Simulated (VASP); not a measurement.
# BeAs7O12 (a cell with a defect) in VASP: electric field gradients with PBE

Aim: the electric field gradients of BeAs7O12 (a cell with a defect) with PBE.

All numbers are computed with VASP 6.6.1; they aren't measurements. Logs are shortened: lines on timing, memory, paths and dates and some standing lists are left out, and cuts for length are marked.

### 1 The cell of the first run

The cell holds a defect, 20 atoms: a = 7.830 Å, b = 7.830 Å, c = 7.830 Å, α = 60.00°, β = 60.00°, γ = 60.00°.

### 2 Electric field gradients, PBE

File INCAR:

```
PREC = Accurate
ENCUT = 520
EDIFF = 1E-8
ISMEAR = -1
SIGMA = 0.01
LREAL = Auto
LASPH = T
NELM = 80
ALGO = Normal
ISIF = 2
LWAVE = F
LCHARG = F
GGA = PE
LEFG = T
NELECT = 110.0
NBANDS = 70
```

File KPOINTS:

```
Automatic mesh
0
Gamma
  3 3 3
```

File POSCAR:

```
BeAs7O12
1.0
    0.0000000000      5.5367150000      5.5367150000
    5.5367150000      0.0000000000      5.5367150000
    5.5367150000      5.5367150000      0.0000000000
Be As O
1 7 12
Direct
    0.3972100000      0.3972100000      0.3972100000
    0.4416300000      0.8527900000      0.8527900000
    0.3972100000      0.3972100000      0.8083700000
    0.8527900000      0.4416300000      0.8527900000
    0.8083700000      0.3972100000      0.3972100000
    0.8527900000      0.8527900000      0.8527900000
    0.3972100000      0.8083700000      0.3972100000
    0.8527900000      0.8527900000      0.4416300000
    0.9226000000      0.5774000000      0.5774000000
    0.3274000000      0.6726000000      0.3274000000
    0.5774000000      0.9226000000      0.9226000000
    0.6726000000      0.3274000000      0.6726000000
    0.5774000000      0.9226000000      0.5774000000
    0.3274000000      0.3274000000      0.6726000000
    0.9226000000      0.5774000000      0.9226000000
    0.6726000000      0.6726000000      0.3274000000
    0.3274000000      0.6726000000      0.6726000000
    0.5774000000      0.5774000000      0.9226000000
    0.6726000000      0.3274000000      0.3274000000
    0.9226000000      0.9226000000      0.5774000000
```

Potentials or basis: VASP PAW PBE potentials, release 64 (Be, As, O).

On the command line:

```bash
> cat potpaw_PBE.64/Be/POTCAR potpaw_PBE.64/As/POTCAR potpaw_PBE.64/O/POTCAR > POTCAR
> mpirun -np 1 vasp_std > vasp.out
```

OUTCAR:

```text
PREC = Accurate
   ENCUT = 520
   EDIFF = 1E-8
   ISMEAR = -1
   LREAL = Auto
   LASPH = T
   NELM = 80
   ISIF = 2
   GGA = PE
   NELECT = 110.0

 ion  position               nearest neighbor table
   1  0.397  0.397  0.397-  10 1.79  14 1.79  19 1.79
   2  0.442  0.853  0.853-  11 1.79  13 1.79  18 1.79
   3  0.397  0.397  0.808-  12 1.79  14 1.79  17 1.79
   4  0.853  0.442  0.853-   9 1.79  15 1.79  18 1.79
   5  0.808  0.397  0.397-  12 1.79  16 1.79  19 1.79
   6  0.853  0.853  0.853-  11 1.79  15 1.79  20 1.79
   7  0.397  0.808  0.397-  10 1.79  16 1.79  17 1.79
   8  0.853  0.853  0.442-   9 1.79  13 1.79  20 1.79
   9  0.923  0.577  0.577-   4 1.79   8 1.79
  10  0.327  0.673  0.327-   1 1.79   7 1.79
  11  0.577  0.923  0.923-   2 1.79   6 1.79
  12  0.673  0.327  0.673-   3 1.79   5 1.79
  13  0.577  0.923  0.577-   2 1.79   8 1.79
  14  0.327  0.327  0.673-   1 1.79   3 1.79
  15  0.923  0.577  0.923-   4 1.79   6 1.79
  16  0.673  0.673  0.327-   5 1.79   7 1.79
  17  0.327  0.673  0.673-   3 1.79   7 1.79
  18  0.577  0.577  0.923-   2 1.79   4 1.79
  19  0.673  0.327  0.327-   1 1.79   5 1.79
  20  0.923  0.923  0.577-   6 1.79   8 1.79

  LATTYP: Found a face centered cubic cell.
 ALAT       =    11.0734300000

  Lattice vectors:

 A1 = (   0.0000000000,   5.5367150000,   5.5367150000)
 A2 = (   5.5367150000,   0.0000000000,   5.5367150000)
 A3 = (   5.5367150000,   5.5367150000,   0.0000000000)

Analysis of symmetry for initial positions (statically):
=====================================================================
 Subroutine PRICEL returns:
 Original cell was already a primitive cell.

 Routine SETGRP: Setting up the symmetry group for a
 face centered cubic supercell.

 Subroutine GETGRP returns: Found  6 space group operations
 (whereof  6 operations were pure point group operations)
 out of a pool of 48 trial point group operations.

The static configuration has the point symmetry C_3v.

Analysis of symmetry for dynamics (positions and initial velocities):
=====================================================================
 Subroutine PRICEL returns:
 Original cell was already a primitive cell.

 Routine SETGRP: Setting up the symmetry group for a
 face centered cubic supercell.

 Subroutine GETGRP returns: Found  6 space group operations
 (whereof  6 operations were pure point group operations)
 out of a pool of 48 trial point group operations.

The dynamic configuration has the point symmetry C_3v.

 Subroutine INISYM returns: Found  6 space group operations
 (whereof  6 operations are pure point group operations),
 and found     1 'primitive' translations

----------------------------------------------------------------------------------------

                                     Primitive cell

  volume of cell :     339.4584

  direct lattice vectors                    reciprocal lattice vectors
     0.000000000  5.536715000  5.536715000    -0.090306256  0.090306256  0.090306256
     5.536715000  0.000000000  5.536715000     0.090306256 -0.090306256  0.090306256
     5.536715000  5.536715000  0.000000000     0.090306256  0.090306256 -0.090306256

  length of vectors
     7.830097444  7.830097444  7.830097444     0.156415023  0.156415023  0.156415023

  position of ions in fractional coordinates (direct lattice)
     0.397210000  0.397210000  0.397210000
     0.441630000  0.852790000  0.852790000
     0.397210000  0.397210000  0.808370000
     0.852790000  0.441630000  0.852790000
     0.808370000  0.397210000  0.397210000
     0.852790000  0.852790000  0.852790000
[... 12 lines left out ...]
     0.672600000  0.327400000  0.327400000
     0.922600000  0.922600000  0.577400000

  ion indices of the primitive-cell ions
   primitive index   ion index
                 1           1
                 2           2
                 3           3
[... 73 lines left out ...]
   NSW    =      0    number of steps for IOM
   IBRION =     -1    ionic relax: 0-MD 1-quasi-New 2-CG
   NFREE  =      0    steps in history (QN), initial steepest desc. (CG)
   ISIF   =      2    stress and relaxation
   ISYM   =      2    0-nonsym 1-usesym 2-fastsym
   POTIM  = 0.5000    time-step for ionic-motion
   TEBEG  =    0.0;   TEEND  =   0.0 temperature during run
   PSTRESS=    0.0 pullay stress
   NELECT =     110.0000    total number of electrons
   NUPDOWN=      -1.0000    fix difference up-down
   EMIN   =  10.00;   EMAX   =-10.00  energy-range for DOS
   EFERMI =   0.00;   METHOD = LEGACY
   ISMEAR =    -1;   SIGMA  =   0.01  broadening in eV -4-tet -1-fermi 0-gaus
   EFERMI_NEDOS =   21; number of points for ismear=-14 and -15
   IALGO  =     38    algorithm
   IMIX   =      4    mixing-type and parameters
     AMIX     =   0.40;   BMIX     =  1.00
     AMIX_MAG =   1.60;   BMIX_MAG =  1.00
  volume/ion in A,a.u.               =      16.97       114.54
  Fermi-wavevector in a.u.,A,eV,Ry     =   1.124459  2.124919 17.203311  1.264408
  Thomas-Fermi vector in A             =   2.261131
   LORBIT       =      0    0 simple, 1 ext, 2 COOP (PROOUT), +10 PAW based schemes
   GGA     = PE    functional components
   LHFCALC =     F    Hartree Fock is set to
   AEXX    =    0.0000 exact exchange contribution
   IVDW    =     0    specifies the selected vdW correction
   LEPSILON=     F    determine dielectric tensor
   LRPA    =     F    only Hartree local field effects (RPA)
 non-spin polarized calculation
  energy-cutoff  :      520.00
  volume of cell :      339.46
 maximum number of plane-waves:      9185
 NGX is ok and might be reduce to    60
   NGX = 29   NGY = 29   NGZ = 29

 number of electron     109.9999999 magnetization

 Free energy of the ion-electron system (eV)
  ---------------------------------------------------
  ext. energy  EPLUGINS =         0.00000000
  ---------------------------------------------------
  free energy    TOTEN  =      -116.91242257 eV

  energy without entropy =     -116.91242257  energy(sigma->0) =     -116.91242257

 E-fermi :   1.3765     XC(G=0):  -8.5065

 val. band max:        1.1317199278   @ k =   0.3333   0.3333   0.0000
 cond. band min:       3.7996483227   @ k =   0.3333   0.3333   0.3333
 fundamental gap:      2.6679283949
 Fermi energy:         1.3764583749

 k-point     1 :       0.0000    0.0000    0.0000
  band No.  band energies     occupation
      1     -19.7916      2.00000
      2     -18.8580      2.00000
      3     -18.2176      2.00000
      4     -18.2011      2.00000
      5     -18.2011      2.00000
      6     -17.5609      2.00000
[... 409 lines left out ...]
     66       7.0579      0.00000
     67       7.4280      0.00000
 [bands above 67 left out]

------------------------ aborting loop because EDIFF is reached ----------------------------------------

  FORCE on cell =-STRESS in cart. coord.  units (eV):
  Direction    XX          YY          ZZ          XY          YZ          ZX
  --------------------------------------------------------------------------------------
  -------------------------------------------------------------------------------------
  Total       15.6611556     15.6611556     15.6611556     -3.6671162     -3.6671162     -3.6671162
  in kB       73.9176044     73.9176044     73.9176044    -17.3080741    -17.3080741    -17.3080741
  external PRESSURE =      73.9176044 kB  Pullay stress =       0.0000000 kB

 VOLUME and BASIS-vectors are now :
 -----------------------------------------------------------------------------
  energy-cutoff  :      520.00
  volume of cell :      339.46
      direct lattice vectors                 reciprocal lattice vectors
     0.000000000  5.536715000  5.536715000    -0.090306256  0.090306256  0.090306256
     5.536715000  0.000000000  5.536715000     0.090306256 -0.090306256  0.090306256
     5.536715000  5.536715000  0.000000000     0.090306256  0.090306256 -0.090306256

 POSITION                                       TOTAL-FORCE (eV/Angst)
 -----------------------------------------------------------------------------------
      4.39848      4.39848      4.39848         3.753227      3.753227      3.753227
      9.44331      7.16683      7.16683         1.159393     -0.804820     -0.804820
      6.67495      6.67495      4.39848        -0.732086     -0.732086     -1.667759
      7.16683      9.44331      7.16683        -0.804820      1.159393     -0.804820
      4.39848      6.67495      6.67495        -1.667759     -0.732086     -0.732086
      9.44331      9.44331      9.44331         0.600333      0.600333      0.600333
[... 12 lines left out ...]
      3.62544      5.53672      5.53672        -0.613941     -1.006229     -1.006229
      8.30507      8.30507     10.21635         0.157908      0.157908      0.905564
 -----------------------------------------------------------------------------------
    total drift:                                0.000628      0.000628      0.000628

  FREE ENERGIE OF THE ION-ELECTRON SYSTEM (eV)
  ---------------------------------------------------
  free  energy   TOTEN  =      -116.9124225749 eV

  energy  without entropy=     -116.9124225749  energy(sigma->0) =     -116.91242257

 Electric field gradients (V/A^2)
---------------------------------------------------------------------
 ion       V_xx      V_yy      V_zz      V_xy      V_xz      V_yz
---------------------------------------------------------------------
   1       0.000    -0.000    -0.000     4.207     4.207     4.207
   2       4.186    -2.093    -2.093   132.131   132.131  -133.638
   3     -20.976   -20.976    41.951  -169.508   114.112   114.112
   4      -2.093     4.186    -2.093   132.131  -133.638   132.131
   5      41.951   -20.976   -20.976   114.112   114.112  -169.508
   6      -0.000    -0.000     0.000  -133.928  -133.928  -133.928
[... 12 lines left out ...]
  19     -29.446    14.723    14.723    40.779    40.779   101.738
  20       8.811     8.811   -17.621   113.536     0.293     0.293
---------------------------------------------------------------------

 Electric field gradients after diagonalization (V/A^2)
 (convention: |V_zz| > |V_xx| > |V_yy|)
----------------------------------------------------------------------
 ion       V_xx      V_yy      V_zz     asymmetry (V_yy - V_xx)/ V_zz
----------------------------------------------------------------------
   1      -4.207    -4.207     8.415       0.000
   2     133.755   131.545  -265.300       0.008
   3     148.532   124.605  -273.137       0.088
   4     133.755   131.545  -265.300       0.008
   5     148.532   124.605  -273.137       0.088
   6     133.928   133.928  -267.856       0.000
[... 12 lines left out ...]
  19     -87.016   -49.487   136.502       0.275
  20    -104.726   -17.622   122.348       0.712
----------------------------------------------------------------------

           NMR quadrupolar parameters

 Cq : quadrupolar parameter    Cq=e*Q*V_zz/h
 eta: asymmetry parameters     (V_yy - V_xx)/ V_zz
 Q  : nuclear electric quadrupole moment in mb (millibarn)
----------------------------------------------------------------------
 ion       Cq(MHz)       eta       Q (mb)
----------------------------------------------------------------------
   1       0.020       0.000       1.000
   2      -0.641       0.008       1.000
   3      -0.660       0.088       1.000
   4      -0.641       0.008       1.000
   5      -0.660       0.088       1.000
   6      -0.648       0.000       1.000
[... 12 lines left out ...]
  19       0.330       0.275       1.000
  20       0.296       0.712       1.000
----------------------------------------------------------------------
```

It took 8.3 min on 1 thread of AMD EPYC 7R13 (Zen 3), shared host; peak memory 0.48 GiB.

Results:

```yaml
Free_energy: -116.9124 eV
Largest_force: 6.501 eV/Å
Largest_electric_field_gradient_by_atom: Be +8.4; As -265.3, -273.1, -267.9 (each value once); O +118.1, +136.5, +122.3, +116.8 (each value once) V/Å²
```

Forces in eV/Å, atoms in the order of the input:
```
Be   3.753  3.753  3.753
As   1.159 -0.805 -0.805
As  -0.732 -0.732 -1.668
As  -0.805  1.159 -0.805
As  -1.668 -0.732 -0.732
As   0.600  0.600  0.600
As  -0.732 -1.668 -0.732
As  -0.805 -0.805  1.159
O   -1.002 -0.047 -0.047
O   -1.006 -0.614 -1.006
O    0.906  0.158  0.158
O    0.133  1.462  0.133
O   -0.047 -1.002 -0.047
O   -1.006 -1.006 -0.614
O    0.158  0.906  0.158
O    0.133  0.133  1.462
O    1.462  0.133  0.133
O   -0.047 -0.047 -1.002
O   -0.614 -1.006 -1.006
O    0.158  0.158  0.906
```

Electric field gradients, principal values (V/Å²):
```
atom    least    middle  greatest (by size)
1 Be   -4.207    -4.207               8.415
2 As  131.545   133.755            -265.300
3 As  124.605   148.532            -273.137
4 As  131.545   133.755            -265.300
5 As  124.605   148.532            -273.137
6 As  133.928   133.928            -267.856
7 As  124.605   148.532            -273.137
8 As  131.545   133.755            -265.300
 9 O  -14.425  -103.688             118.113
10 O  -49.487   -87.016             136.502
11 O  -17.622  -104.726             122.348
12 O  -23.751   -93.074             116.825
13 O  -14.425  -103.688             118.113
14 O  -49.487   -87.016             136.502
15 O  -17.622  -104.726             122.348
16 O  -23.751   -93.074             116.825
17 O  -23.751   -93.074             116.825
18 O  -14.425  -103.688             118.113
19 O  -49.487   -87.016             136.502
20 O  -17.622  -104.726             122.348
```

Caveat: the cell carries a net charge on a neutralising background, which shifts energy and pressure; the cell is charged against a uniform background, so pressure and absolute levels hang on convention; without QUAD_EFG the Cq values of the log hold for a quadrupole moment of 1 mb, not for the nuclei.
